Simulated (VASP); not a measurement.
Wanted: the native input for a VASP 6.6.1 run.

```yaml
Task: single point
Functional: r2SCAN
Dispersion: D3(BJ)
Potentials_or_basis: VASP PAW PBE potentials, release 64 (Sn_d, O)
Cutoff: 520 eV
k_mesh: 7 × 7 × 6
Occupations: fermi-dirac, width 0.05 eV
Spin: no spin polarisation
Dipole_correction: no
Further_INCAR_settings: ALGO = Normal; EDIFF = 1e-06; NBANDS = 28
```

The system is SnO.

```
Sn O
1.0
     3.88849    0.00000    0.00000
     0.00000    3.88849    0.00000
     0.00000    0.00000    4.98276
Sn O
2 2
Direct
  0.50000 0.00000 0.76463
  0.00000 0.50000 0.23537
  0.00000 0.00000 0.00000
  0.50000 0.50000 0.00000
```

One way to write it, as run:

POSCAR

```
SnO
1.0
    3.8884925471      0.0000000000      0.0000000000
    0.0000000000      3.8884925471      0.0000000000
    0.0000000000      0.0000000000      4.9827594627
Sn O
2 2
Direct
    0.5000000000      0.0000000000      0.7646261400
    0.0000000000      0.5000000000      0.2353738600
    0.0000000000      0.0000000000      0.0000000000
    0.5000000000      0.5000000000      0.0000000000
```

INCAR.step1

```
PREC = Accurate ; ENCUT = 520
ISMEAR = -1 ; SIGMA = 0.05
LREAL = False ; LASPH = True
NELM = 60 ; NBANDS = 28
GGA = PE ; ALGO = Normal
EDIFF = 1E-4 ; LWAVE = True
LCHARG = False
```

INCAR.step2

```
PREC = Accurate ; ENCUT = 520
EDIFF = 1E-6 ; ISMEAR = -1
SIGMA = 0.05 ; LREAL = False
LASPH = True ; NELM = 60
ALGO = Normal ; ISIF = 2
LWAVE = False ; LCHARG = False
METAGGA = R2SCAN ; LMIXTAU = True
IVDW = 12 ; VDW_S6 = 1.0
VDW_S8 = 0.78981345 ; VDW_A1 = 0.49484001
VDW_A2 = 5.73083694 ; NBANDS = 28
ISTART = 1
```

KPOINTS

```
regular mesh
0
Gamma
  7 7 6
```

Potentials or basis: VASP PAW PBE potentials, release 64 (Sn_d, O).

The run is started by

```sh
$ cat potpaw_PBE.64/Sn_d/POTCAR potpaw_PBE.64/O/POTCAR > POTCAR
$ cp INCAR.step1 INCAR
$ mpirun -np 1 vasp_std > vasp.out
$ cp INCAR.step2 INCAR
$ mpirun -np 1 vasp_std > vasp.out
```

Results of the run:

The pressure is -5.8 GPa and the largest force is 0.758 eV/Å. The band gap on the k mesh is 0.73 eV (least direct gap 2.31 eV) and the dispersion energy per atom is -0.103 eV.

Caveat: the cell stands under tension; the PAW data sets were made with another functional, which shifts forces and pressure a little; spin-orbit coupling is left out, which moves the levels of the heavy elements; an odd mesh through Γ misses points on the zone boundary, where band edges can lie.

It took 5.2 min on 1 thread of Intel(R) Xeon(R) Platinum 8259CL CPU @ 2.50GHz (Skylake/Cascade Lake), with other jobs on the host, peak memory 0.24 GiB.
